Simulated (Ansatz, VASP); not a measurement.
## One calculation of ZnSe, two programs

```xyz
4
Lattice="4.1077 0.0000 0.0000 0.0000 4.1077 0.0000 0.0000 0.0000 6.0704" Properties=species:S:1:pos:R:3 pbc="T T T"
Zn    0.0000    0.0000    0.0000
Zn    2.0539    2.0539    0.0000
Se    0.0000    2.0539    1.4950
Se    2.0539    0.0000    4.5753
```

Alike in both runs: task single point; functional r2SCAN; k mesh 4 × 4 × 4; no spin polarisation.

```csv
,VASP,Ansatz
version,VASP 6.6.1,Ansatz 0.2.0
potentials or method,"VASP PAW PBE potentials, release 64 (Zn, Se), cutoff 520 eV","plane waves, PAW"
occupations,"gaussian, width 0.01 eV",fixed
valence electrons in the cell,36,56
```

VASP gave:

```
gap on the k mesh at the Fermi level (eV) : 2.41
```

Q: Which values does Ansatz return?

A: gap on the k mesh at the Fermi level (eV): 2.42.

VASP's potentials were made for PBE, not for r2SCAN. VASP's potentials hold 36 valence electrons a cell and Ansatz's 56, so a difference there can come from the potentials and not from the codes.
